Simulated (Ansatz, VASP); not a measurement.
Mg6O5: VASP beside Ansatz

Contents of INCAR:

```
SYSTEM = Mg6O5
ALGO = Normal
EDIFF = 1E-6
ENCUT = 520
GGA = PE
ISIF = 2
ISMEAR = 0
LASPH = .True.
LCHARG = .False.
LREAL = .False.
LWAVE = .False.
NBANDS = 32
NELM = 60
PREC = Accurate
SIGMA = 0.05
```

KPOINTS

```
k-points
0
Gamma
  4 4 4
  0 0 0
```

Contents of POSCAR:

```
Mg6O5
1.0
    5.6337039799      0.0000000000      0.0000000000
    0.0000000000      5.6337039799      0.0000000000
    0.0000000000      0.0000000000      5.6337039799
Mg O
6 5
Direct
    0.2500000000      0.0000000000      0.5000000000
    0.0000000000      0.5000000000      0.2500000000
    0.5000000000      0.7500000000      0.0000000000
    0.7500000000      0.0000000000      0.5000000000
    0.0000000000      0.5000000000      0.7500000000
    0.5000000000      0.2500000000      0.0000000000
    0.5000000000      0.0000000000      0.2500000000
    0.0000000000      0.7500000000      0.5000000000
    0.8125000000      0.3757478202      0.0000000000
    0.5000000000      0.0000000000      0.7500000000
    0.0000000000      0.2500000000      0.5000000000
```

Input for Ansatz:

```yaml
crystal:
  lattice:
    - [5.6337039799, 0.0, 0.0]
    - [0.0, 5.6337039799, 0.0]
    - [0.0, 0.0, 5.6337039799]
  atoms:
    - { symbol: Mg, position: [0.25, 0.0, 0.5] }
    - { symbol: Mg, position: [0.0, 0.5, 0.25] }
    - { symbol: Mg, position: [0.5, 0.75, 0.0] }
    - { symbol: Mg, position: [0.75, 0.0, 0.5] }
    - { symbol: Mg, position: [0.0, 0.5, 0.75] }
    - { symbol: Mg, position: [0.5, 0.25, 0.0] }
    - { symbol: O, position: [0.5, 0.0, 0.25] }
    - { symbol: O, position: [0.0, 0.75, 0.5] }
    - { symbol: O, position: [0.8125, 0.3757478202, 0.0] }
    - { symbol: O, position: [0.5, 0.0, 0.75] }
    - { symbol: O, position: [0.0, 0.25, 0.5] }
basis:
  ecutwfc: 420
kpoints:
  mp_grid: { grid: [4, 4, 4] }
hamiltonian:
  xc: pbe
  pseudopotentials: { kind: paw, azcp: { folder: soft_1 } }
scf:
  occupations: { method: gaussian, width: 0.05 }
output:
  forces: true
  stress: true
  eigenvalues: true
  write_density: true
  write_potential: true
  elf: true
  volumetric_format: npy
```

Change from the starting cell: O vacancy; atom 9 moved -0.125 of the way to it and -0.700 Å across, host rigid.

Alike in both runs: task single point; functional PBE; k mesh 4 × 4 × 4; occupations gaussian, width 0.05 eV; no spin polarisation.

|  | VASP | Ansatz |
| --- | --- | --- |
| version | VASP 6.6.1 | Ansatz 0.2.0 |
| potentials or method | VASP PAW PBE potentials, release 64 (Mg, O), cutoff 520 eV | scalar-relativistic, plane waves, PAW |
| valence electrons in the cell | 42 | 90 |

|  | VASP | Ansatz | Ansatz less VASP |
| --- | --- | --- | --- |
| gap on the k mesh at the Fermi level (eV) | 1.15 | 1.14 | -0.003 |
| least direct gap on the mesh (eV) | 1.58 | 1.58 | 0.000 |
| pressure (GPa) | 1.0 | 1.2 | +0.24 |
| traceless stress, the component that is largest in VASP (GPa) | 1.63 | 1.60 | -0.034 |
| rms of the force components (eV/Å) | 0.515 | 0.506 | -0.0090 |

Atom by atom the forces differ by 0.011 eV/Å (rms over components). VASP's potentials hold 42 valence electrons a cell and Ansatz's 90, so a difference there can come from the potentials and not from the codes.
